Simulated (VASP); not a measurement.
A run of VASP 6.6.1 is set up as follows.

INCAR

```
PREC = Accurate
ENCUT = 520
EDIFF = 1E-6
ISMEAR = 0
SIGMA = 0.1
LREAL = F
LASPH = T
NELM = 60
ALGO = Normal
ISIF = 2
LWAVE = F
LCHARG = F
GGA = PE
NBANDS = 22
```

File KPOINTS:

```
regular mesh
0
Gamma
  4 4 4
```

The input POSCAR:

```
K2Li2C
1.0
    4.1105161694      0.0000000000      0.0000000000
    0.0000000000      4.1105161694      0.0000000000
    0.0000000000      0.0000000000      9.5598860532
K Li C
2 2 1
Direct
    0.5000000000      0.5000000000      0.7398895872
    0.5000000000      0.5000000000      0.2601104128
    0.0000000000      0.5000000000      0.0000000000
    0.5000000000      0.0000000000      0.0000000000
    0.0000000000      0.0000000000      0.0000000000
```

Potentials or basis: VASP PAW PBE potentials, release 64 (K_sv, Li_sv, C).

Command:

```console
$ cat potpaw_PBE.64/K_sv/POTCAR potpaw_PBE.64/Li_sv/POTCAR potpaw_PBE.64/C/POTCAR > POTCAR
$ mpirun -np 1 vasp_std > vasp.out
```

(1) Estimate the band gap on the k mesh.

Answers

(1) zero (bands 14 and 15 overlap by 0.58 eV).

Caveat: the k points lie up to 0.38 Å⁻¹ apart, too coarse for converged energies and pressures of a metal.
